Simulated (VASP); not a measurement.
A run of VASP 6.6.1:

File INCAR:

```
ALGO = Normal
EDIFF = 1E-7
EDIFFG = -0.04
ENCUT = 500
GGA = PE
GGA_COMPAT = False
IBRION = 2
ISIF = 3
ISMEAR = 0
LASPH = True
LCHARG = False
LREAL = False
LWAVE = False
NELM = 120
NELMIN = 4
NSW = 90
PREC = Accurate
SIGMA = 0.1
```

The input KPOINTS:

```
k-points
0
Gamma
  4 4 4
```

File POSCAR:

```
CsTa3
1.0
    4.5359956977      0.0000000000      0.0000000000
    0.0000000000      4.5359956977      0.0000000000
    0.0000000000      0.0000000000      4.5359956977
Cs Ta
1 3
Direct
    0.0000000000      0.0000000000      0.0000000000
    0.0000000000      0.5000000000      0.5000000000
    0.5000000000      0.0000000000      0.5000000000
    0.5000000000      0.5000000000      0.0000000000
```

Potentials or basis: VASP PAW PBE potentials, release 64 (Cs_sv, Ta_sv_GW).

Run with:

```bash
$ cat potpaw_PBE.64/Cs_sv/POTCAR potpaw_PBE.64/Ta_sv_GW/POTCAR > POTCAR
$ mpirun -np 1 vasp_std > vasp.out
```

Hardware: 1 thread of AMD EPYC 9R45 96-Core Processor (Zen 5) (shared host).

Estimate the wall time of this run.

Run time: 76 s on 1 thread of AMD EPYC 9R45 96-Core Processor (Zen 5), with other jobs on the host, peak memory 0.19 GiB. Counts: scf iterations 53, k points 10, ion steps 3.
